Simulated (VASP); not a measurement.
A run of VASP 6.6.1 is set up as follows.

The input INCAR:

```
PREC     = Accurate       # precision mode
ENCUT    = 520            # plane-wave cutoff, eV
EDIFF    = 1E-7           # SCF threshold, eV
ISMEAR   = 0              # smearing method
SIGMA    = 0.15           # smearing width, eV
LREAL    = False          # projectors in reciprocal space
LASPH    = True           # aspherical terms in the spheres
NELM     = 100            # most SCF steps
ALGO     = Fast           # electronic algorithm
ISIF     = 2              # what is computed and relaxed
LWAVE    = False          # write WAVECAR
LCHARG   = True           # write CHGCAR
GGA      = PE             # functional
IVDW     = 12             # dispersion correction
LELF     = True           # ELF
LVHAR    = True         
NBANDS   = 16             # bands
```

Contents of KPOINTS:

```
regular mesh
0
Gamma
  12 12 6
```

File POSCAR:

```
Rb
1.0
    2.2645702044     -3.9632127119      0.0000000000
    2.2645702044      3.9632127119      0.0000000000
    0.0000000000      0.0000000000      8.8314467665
Rb
2
Direct
    0.8359965595      0.1640034405      0.7500000000
    0.1640034405      0.8359965595      0.2500000000
```

Potentials or basis: VASP PAW PBE potentials, release 64 (Rb_sv).

The run is started by

```bash
$ cat potpaw_PBE.64/Rb_sv/POTCAR > POTCAR
$ mpirun -np 1 vasp_std > vasp.out
```

What does it give for the pressure?

0.4 GPa.

Predict the dispersion energy per atom.

-0.115 eV.

Stress tensor (GPa, compression positive):
```
 0.74  0.00  0.00
 0.00  0.71  0.00
 0.00  0.00 -0.37
```
